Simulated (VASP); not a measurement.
**TiAl3: single point with LDA**

Crystal: TiAl3.

```
CELL_PARAMETERS angstrom
-1.88965 1.88965 4.24237
1.88965 -1.88965 4.24237
1.88965 1.88965 -4.24237
ATOMIC_POSITIONS crystal
Ti 0.00000 0.00000 0.00000
Al 0.50000 0.50000 0.00000
Al 0.75000 0.25000 0.50000
Al 0.25000 0.75000 0.50000
```

```json
{"Program": "VASP 6.6.1", "Task": "single point", "Functional": "LDA", "Potentials or basis": "VASP PAW LDA potentials, release 64 (Ti_sv, Al)", "Cutoff": "520 eV", "k mesh": "16 × 16 × 16", "Occupations": "gaussian, width 0.1 eV", "Spin": "no spin polarisation"}
```

The pressure is 0.1 GPa and the band gap on the k mesh is zero (an odd number of electrons rules out a gap without spin polarisation).

Levels at points of the mesh, in eV from the Fermi level:
| k point | band 9 | band 10 | band 11 | band 12 | band 13 | band 14 |
| --- | --- | --- | --- | --- | --- | --- |
| (0.00, 0.00, 0.00) | -1.25 | -1.25 | 0.86 | 1.86 | 1.86 | 2.32 |
| (0.50, 0.00, 0.00) | -1.07 | -0.29 | 0.51 | 1.86 | 2.17 | 2.81 |
| (0.50, 0.50, 0.00) | -2.66 | -2.21 | -1.03 | 1.84 | 1.99 | 2.78 |
| (0.50, 0.50, 0.50) | -0.87 | -0.24 | 0.71 | 0.71 | 0.99 | 3.16 |

Run time: 35 min on 1 thread of Intel(R) Xeon(R) Platinum 8259CL CPU @ 2.50GHz (Skylake/Cascade Lake), on a shared host, peak memory 0.48 GiB.
